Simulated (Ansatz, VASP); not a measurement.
# GaN in VASP and in Ansatz

INCAR

```
PREC     = Accurate       # precision mode
ENCUT    = 520            # plane-wave cutoff, eV
EDIFF    = 1E-7           # SCF threshold, eV
ISMEAR   = -1             # smearing method
SIGMA    = 0.02           # smearing width, eV
LREAL    = False          # projectors in reciprocal space
LASPH    = True           # aspherical terms in the spheres
NELM     = 80             # most SCF steps
ALGO     = Normal         # electronic algorithm
ISIF     = 2              # what is computed and relaxed
LWAVE    = False          # write WAVECAR
LCHARG   = False          # write CHGCAR
GGA      = PE             # functional
NBANDS   = 16             # bands
```

KPOINTS

```
Automatic mesh
0
Gamma
  10 10 10
```

File POSCAR:

```
GaN
1.0
    0.0215465101      2.2480095258      2.2480095258
    2.2480095258      0.0215465101      2.2480095258
    2.2480095258      2.2480095258      0.0215465101
Ga N
1 1
Direct
    0.0007339372      0.0007339372      0.0007339372
    0.2492660628      0.2492660628      0.2492660628
```

Input for Ansatz:

```yaml
crystal:
  lattice:
    - [0.0215465101, 2.2480095258, 2.2480095258]
    - [2.2480095258, 0.0215465101, 2.2480095258]
    - [2.2480095258, 2.2480095258, 0.0215465101]
  atoms:
    - { symbol: Ga, position: [0.0007339372, 0.0007339372, 0.0007339372] }
    - { symbol: "N", position: [0.2492660628, 0.2492660628, 0.2492660628] }
kpoints:
  mp_grid: { grid: [10, 10, 10] }
  band_path:
    path:
      - [0.0, 0.0, 0.0]
      - [-0.5, -0.5, 0.0]
      - [-0.375, -0.375, 0.25]
      - [-0.375, 0.0, 0.375]
      - [0.0, 0.0, 0.5]
      - [-0.5, -0.25, 0.25]
    npoints: 1
hamiltonian:
  xc: pbe
scf:
  occupations: { method: fermi_dirac, width: 0.02 }
  n_extra_bands: 4
output:
  forces: true
  stress: true
  eigenvalues: true
```

Change from the starting cell: epitaxial_111 strain -1.0%.

Alike in both runs: task single point; functional PBE; k mesh 10 × 10 × 10; occupations fermi-dirac, width 0.02 eV; no spin polarisation.

|  | VASP | Ansatz |
| --- | --- | --- |
| version | VASP 6.6.1 | Ansatz 0.2.0 |
| potentials or method | VASP PAW PBE potentials, release 64 (Ga_d, N) | plane waves, PAW |
| plane-wave cutoff (eV) | 520 | 420 |
| valence electrons in the cell | 18 | 18 |

```tsv
	VASP	Ansatz	Ansatz less VASP
gap on the k mesh at the Fermi level (eV)	1.83	1.82	-0.010
pressure (GPa)	9.5	9.5	0.00
traceless stress, the component that is largest in VASP (GPa)	-1.52	-1.52	+0.004
rms of the force components (eV/Å)	0.005	0.006	+0.0009
```

Atom by atom the forces differ by 0.001 eV/Å (rms over components).
